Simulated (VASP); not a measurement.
# SnSe in VASP: further runs, part 2 of 2

VASP 6.6.1. The steps go on from the part before.

## Step 3: Single point, r2SCAN (strain -0.050 along x and y, -0.050 along z)

Input file POSCAR:

```
SnSe
1.0
    0.0000000000      2.8595000000      2.8595000000
    2.8595000000      0.0000000000      2.8595000000
    2.8595000000      2.8595000000      0.0000000000
Sn Se
1 1
Direct
    0.0000000000      0.0000000000      0.0000000000
    0.5000000000      0.5000000000      0.5000000000
```

Input file INCAR.step1:

```
PREC = Accurate
ENCUT = 520
ISMEAR = 0
SIGMA = 0.05
LREAL = False
LASPH = True
NELM = 100
NBANDS = 17
GGA = PE
ALGO = Normal
EDIFF = 1E-4
LWAVE = True
LCHARG = False
```

Input file INCAR.step2:

```
PREC = Accurate
ENCUT = 520
EDIFF = 1E-6
ISMEAR = 0
SIGMA = 0.05
LREAL = False
LASPH = True
NELM = 100
ALGO = Normal
ISIF = 2
LWAVE = False
LCHARG = False
METAGGA = R2SCAN
LMIXTAU = True
NBANDS = 17
ISTART = 1
```

Input file KPOINTS:

```
regular mesh
0
Gamma
  10 10 10
```

Potentials or basis: VASP PAW PBE potentials, release 64 (Sn_d, Se).

The run is started by

```bash
$ cat potpaw_PBE.64/Sn_d/POTCAR potpaw_PBE.64/Se/POTCAR > POTCAR
$ cp INCAR.step1 INCAR
$ mpirun -np 1 vasp_std > vasp.out
$ cp INCAR.step2 INCAR
$ mpirun -np 1 vasp_std > vasp.out
```

OUTCAR:

```text
PREC = Accurate
   ENCUT = 520
   EDIFF = 1E-6
   ISMEAR = 0
   LREAL = False
   LASPH = True
   NELM = 100
   ISIF = 2
   METAGGA = R2SCAN
   ISTART = 1

 ion  position               nearest neighbor table
   1  0.000  0.000  0.000-   2 2.86   2 2.86   2 2.86   2 2.86   2 2.86   2 2.86
   2  0.500  0.500  0.500-   1 2.86   1 2.86   1 2.86   1 2.86   1 2.86   1 2.86

  LATTYP: Found a face centered cubic cell.
 ALAT       =     5.7190000000

  Lattice vectors:

 A1 = (   0.0000000000,   2.8595000000,   2.8595000000)
 A2 = (   2.8595000000,   0.0000000000,   2.8595000000)
 A3 = (   2.8595000000,   2.8595000000,   0.0000000000)

Analysis of symmetry for initial positions (statically):
=====================================================================
 Subroutine PRICEL returns:
 Original cell was already a primitive cell.

 Routine SETGRP: Setting up the symmetry group for a
 face centered cubic supercell.

 Subroutine GETGRP returns: Found 48 space group operations
 (whereof 48 operations were pure point group operations)
 out of a pool of 48 trial point group operations.

The static configuration has the point symmetry O_h .

Analysis of symmetry for dynamics (positions and initial velocities):
=====================================================================
 Subroutine PRICEL returns:
 Original cell was already a primitive cell.

 Routine SETGRP: Setting up the symmetry group for a
 face centered cubic supercell.

 Subroutine GETGRP returns: Found 48 space group operations
 (whereof 48 operations were pure point group operations)
 out of a pool of 48 trial point group operations.

The dynamic configuration has the point symmetry O_h .

 Subroutine INISYM returns: Found 48 space group operations
 (whereof 48 operations are pure point group operations),
 and found     1 'primitive' translations

----------------------------------------------------------------------------------------

                                     Primitive cell

  volume of cell :      46.7628

  direct lattice vectors                    reciprocal lattice vectors
     0.000000000  2.859500000  2.859500000    -0.174855744  0.174855744  0.174855744
     2.859500000  0.000000000  2.859500000     0.174855744 -0.174855744  0.174855744
     2.859500000  2.859500000  0.000000000     0.174855744  0.174855744 -0.174855744

  length of vectors
     4.043943682  4.043943682  4.043943682     0.302859033  0.302859033  0.302859033

  position of ions in fractional coordinates (direct lattice)
     0.000000000  0.000000000  0.000000000
     0.500000000  0.500000000  0.500000000

  ion indices of the primitive-cell ions
   primitive index   ion index
                 1           1
                 2           2

----------------------------------------------------------------------------------------

 KPOINTS: regular mesh

Automatic generation of k-mesh.
 Grid dimensions read from file:
 generate k-points for:   10   10   10

 Generating k-lattice:

  Cartesian coordinates                     Fractional coordinates (reciprocal lattice)
    -0.017485574  0.017485574  0.017485574     0.100000000  0.000000000  0.000000000
     0.017485574 -0.017485574  0.017485574     0.000000000  0.100000000  0.000000000
     0.017485574  0.017485574 -0.017485574     0.000000000  0.000000000  0.100000000

  Length of vectors
     0.030285903  0.030285903  0.030285903

  Shift w.r.t. Gamma in fractional coordinates (k-lattice)
     0.000000000  0.000000000  0.000000000

 Subroutine IBZKPT returns following result:
 ===========================================

 Found     47 irreducible k-points:

 Following reciprocal coordinates:
            Coordinates               Weight
  0.000000  0.000000  0.000000      1.000000
  0.100000  0.000000  0.000000      8.000000
  0.200000  0.000000  0.000000      8.000000
  0.300000  0.000000  0.000000      8.000000
  0.400000  0.000000  0.000000      8.000000
  0.500000  0.000000  0.000000      4.000000
[... 16 lines left out ...]
  0.300000  0.300000  0.000000      6.000000
  0.400000  0.300000  0.000000     24.000000
 [... further k-points ...]
   k-points           NKPTS =     47   k-points in BZ     NKDIM =     47   number of bands    NBANDS=     17
   number of dos      NEDOS =    301   number of ions     NIONS =      2
   total plane-waves  NPLWV =  27000
   dimension x,y,z NGX =    30 NGY =   30 NGZ =   30
   dimension x,y,z NGXF=    60 NGYF=   60 NGZF=   60
   ions per type =               1   1
   NGX,Y,Z   is equivalent  to a cutoff of  12.33, 12.33, 12.33 a.u.
   NGXF,Y,Z  is equivalent  to a cutoff of  24.67, 24.67, 24.67 a.u.
 SYSTEM =  unknown system
   PREC   = accura    normal or accurate (medium, high low for compatibility)
   ISTART =      1    job   : 0-new  1-cont  2-samecut
   ICHARG =      0    charge: 1-file 2-atom 10-const
   ISPIN  =      1    spin polarized calculation?
   LNONCOLLINEAR =      F non collinear calculations
   LSORBIT =      F    spin-orbit coupling
   LASPH  =      T    aspherical Exc in radial PAW
   ENCUT  =  520.0 eV  38.22 Ry    6.18 a.u.   7.52  7.52  7.52*2*pi/ulx,y,z
   NELM   =    100;   NELMIN=  2; NELMDL=  0     # of ELM steps
   EDIFF  = 0.1E-05   stopping-criterion for ELM
   LREAL  =      F    real-space projection
   EDIFFG = 0.1E-04   stopping-criterion for IOM
   NSW    =      0    number of steps for IOM
   IBRION =     -1    ionic relax: 0-MD 1-quasi-New 2-CG
   NFREE  =      0    steps in history (QN), initial steepest desc. (CG)
   ISIF   =      2    stress and relaxation
   ISYM   =      2    0-nonsym 1-usesym 2-fastsym
   POTIM  = 0.5000    time-step for ionic-motion
   TEBEG  =    0.0;   TEEND  =   0.0 temperature during run
   PSTRESS=    0.0 pullay stress
   NELECT =      20.0000    total number of electrons
   NUPDOWN=      -1.0000    fix difference up-down
   EMIN   =  10.00;   EMAX   =-10.00  energy-range for DOS
   EFERMI =   0.00;   METHOD = LEGACY
   ISMEAR =     0;   SIGMA  =   0.05  broadening in eV -4-tet -1-fermi 0-gaus
   EFERMI_NEDOS =   21; number of points for ismear=-14 and -15
   IALGO  =     38    algorithm
   IMIX   =      4    mixing-type and parameters
     AMIX     =   0.40;   BMIX     =  1.00
     AMIX_MAG =   1.60;   BMIX_MAG =  1.00
  volume/ion in A,a.u.               =      23.38       157.79
  Fermi-wavevector in a.u.,A,eV,Ry     =   1.233440  2.330864 20.699556  1.521374
  Thomas-Fermi vector in A             =   2.368170
   LORBIT       =      0    0 simple, 1 ext, 2 COOP (PROOUT), +10 PAW based schemes
   METAGGA = R2SCAN    functional components
   LHFCALC =     F    Hartree Fock is set to
   AEXX    =    0.0000 exact exchange contribution
   IVDW    =     0    specifies the selected vdW correction
   LEPSILON=     F    determine dielectric tensor
   LRPA    =     F    only Hartree local field effects (RPA)
 non-spin polarized calculation
 Gauss-broadening in eV      SIGMA  =   0.05
  energy-cutoff  :      520.00
  volume of cell :       46.76
 maximum number of plane-waves:      1295
   NGX = 15   NGY = 15   NGZ = 15

 number of electron      19.9999992 magnetization

 Free energy of the ion-electron system (eV)
  ---------------------------------------------------
  ext. energy  EPLUGINS =         0.00000000
  ---------------------------------------------------
  free energy    TOTEN  =       -39.63250986 eV

  energy without entropy =      -39.63250986  energy(sigma->0) =      -39.63250986

 E-fermi :   7.8979     XC(G=0): -10.9661

 val. band max:        7.6897036717   @ k =  -0.2000   0.2000   0.0000
 cond. band min:       8.1087776080   @ k =  -0.4000   0.1000   0.0000
 fundamental gap:      0.4190739363
 Fermi energy:         7.8978535385

 k-point     1 :       0.0000    0.0000    0.0000
  band No.  band energies     occupation
      1     -14.9964      2.00000
      2     -14.9964      2.00000
      3     -14.9837      2.00000
      4     -14.9836      2.00000
      5     -14.9836      2.00000
      6      -8.3632      2.00000
[... 9 lines left out ...]
     16      13.3885      0.00000
     17      15.8848      0.00000

 k-point     2 :       0.1000    0.0000    0.0000
  band No.  band energies     occupation
      1     -14.9977      2.00000
      2     -14.9977      2.00000
      3     -14.9833      2.00000
      4     -14.9818      2.00000
      5     -14.9818      2.00000
      6      -8.2670      2.00000
[... 9 lines left out ...]
     16      13.6985      0.00000
     17      16.8337      0.00000
[... 421 lines left out ...]
 k-point    24 :       0.4000    0.3000    0.0000
  band No.  band energies     occupation
      1     -15.0492      2.00000
      2     -14.9923      2.00000
      3     -14.9873      2.00000
      4     -14.9578      2.00000
      5     -14.9564      2.00000
      6      -6.9880      2.00000
[... 9 lines left out ...]
     16      19.3048      0.00000
     17      19.7864      0.00000

 [... further k-points ...]
[... 5 lines left out ...]
  --------------------------------------------------------------------------------------
  -------------------------------------------------------------------------------------
  Total        3.3094413      3.3094413      3.3094413     -0.0000000     -0.0000000      0.0000000
  in kB      113.3874445    113.3874445    113.3874445     -0.0000000     -0.0000000      0.0000000
  external PRESSURE =     113.3874445 kB  Pullay stress =       0.0000000 kB

 VOLUME and BASIS-vectors are now :
 -----------------------------------------------------------------------------
  energy-cutoff  :      520.00
  volume of cell :       46.76
      direct lattice vectors                 reciprocal lattice vectors
     0.000000000  2.859500000  2.859500000    -0.174855744  0.174855744  0.174855744
     2.859500000  0.000000000  2.859500000     0.174855744 -0.174855744  0.174855744
     2.859500000  2.859500000  0.000000000     0.174855744  0.174855744 -0.174855744

 POSITION                                       TOTAL-FORCE (eV/Angst)
 -----------------------------------------------------------------------------------
      0.00000      0.00000      0.00000         0.000000      0.000000      0.000000
      2.85950      2.85950      2.85950         0.000000      0.000000      0.000000
 -----------------------------------------------------------------------------------
    total drift:                               -0.000000      0.000000      0.000000

  FREE ENERGIE OF THE ION-ELECTRON SYSTEM (eV)
  ---------------------------------------------------
  free  energy   TOTEN  =       -39.6325098555 eV

  energy  without entropy=      -39.6325098555  energy(sigma->0) =      -39.63250986
```

OSZICAR.step1:

```text
N       E                     dE             d eps       ncg     rms          rms(c)
DAV:   1     0.134740870034E+03    0.13474E+03   -0.98252E+03  1623   0.153E+03
DAV:   2     0.447299248946E+01   -0.13027E+03   -0.12610E+03  1710   0.361E+02
DAV:   3    -0.773304928450E+01   -0.12206E+02   -0.12062E+02  1989   0.941E+01
DAV:   4    -0.803227259347E+01   -0.29922E+00   -0.29905E+00  1916   0.152E+01
DAV:   5    -0.803997845900E+01   -0.77059E-02   -0.77055E-02  2215   0.244E+00    0.409E+00
DAV:   6    -0.792413921814E+01    0.11584E+00   -0.23903E-01  2322   0.320E+00    0.252E+00
DAV:   7    -0.792051855759E+01    0.36207E-02   -0.67396E-02  1952   0.124E+00    0.973E-01
DAV:   8    -0.792149025314E+01   -0.97170E-03   -0.67607E-03  2070   0.764E-01    0.801E-02
DAV:   9    -0.792150427093E+01   -0.14018E-04   -0.80296E-04  2190   0.295E-01
   1 F= -.79215043E+01 E0= -.79215039E+01  d E =-.785115E-06
```

It took 2.5 min on 1 thread of Intel Xeon Platinum 8259CL at 2.50GHz (Skylake/Cascade Lake), shared host; peak memory 0.19 GiB.

Results:

```
Free energy            : -39.6325 eV
Pressure               : 11.3 GPa
Band gap on the k mesh : 0.42 eV, indirect (least direct gap 0.65 eV)
```

Levels at points of the mesh, in eV from the valence-band top:
```tsv
k point	band 6	band 7	band 8	band 9	band 10	band 11	band 12	band 13	band 14	band 15
(0.00, 0.00, 0.00)	-16.05	-4.74	-3.26	-3.26	-3.26	4.86	4.86	4.86	5.70	5.70
(0.50, 0.00, 0.00)	-14.70	-9.63	-2.94	-2.94	-0.21	0.87	0.87	1.05	8.95	10.54
(0.50, 0.50, 0.00)	-14.20	-7.26	-6.52	-5.04	-5.04	2.43	6.31	6.31	7.16	10.99
```

Caveat: the cell differs from its parent crystal (strain -0.050 along x and y, -0.050 along z); the PAW data sets were made with another functional, which shifts forces and pressure a little; spin-orbit coupling is left out, which moves the levels of the heavy elements. A k mesh can miss the band edges.
